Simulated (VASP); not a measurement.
Runs of VASP 6.6.1 on AgI. It takes space group F-43m (No. 216, cubic). The conventional cell has a = 6.473 Å, b = 6.473 Å, c = 6.473 Å, α = 90.00°, β = 90.00°, γ = 90.00°. Within 3.7 Å of Ag (site symmetry -43m) lie 4 I at 2.80 Å. I (site symmetry -43m) has 4 Ag at 2.80 Å within 3.7 Å. 

| k mesh | gap on the mesh (eV) | pressure (GPa) |
| --- | --- | --- |
| 2 × 2 × 2 | 0.82 | -3.5 |
| 4 × 4 × 4 | (a) | -6.6 |
| 5 × 5 × 5 | (c) | (b) |
| 3 × 3 × 3 | 0.85 | -6.0 |

Alike in all rows: task single point; level slater exchange, pbe correlation; potentials or basis VASP PAW PBE potentials, release 64 (Ag, I); no spin polarisation; cell as given; cutoff (eV) 500; smearing gaussian 0.3 eV.

**Question.** Estimate the missing entries.

**Answer.** (a) 0.86; (b) -6.7; (c) 0.87.

Caveats: some runs use coarse meshes; so wide a smearing shifts energies and pressures; the PAW data sets were made with another functional, which shifts forces and pressure a little; spin-orbit coupling is left out, which moves the levels of the heavy elements; the cell stands under tension (at least some runs).

A k mesh can miss the band edges, and the runs leave out spin-orbit coupling on Ag, I.
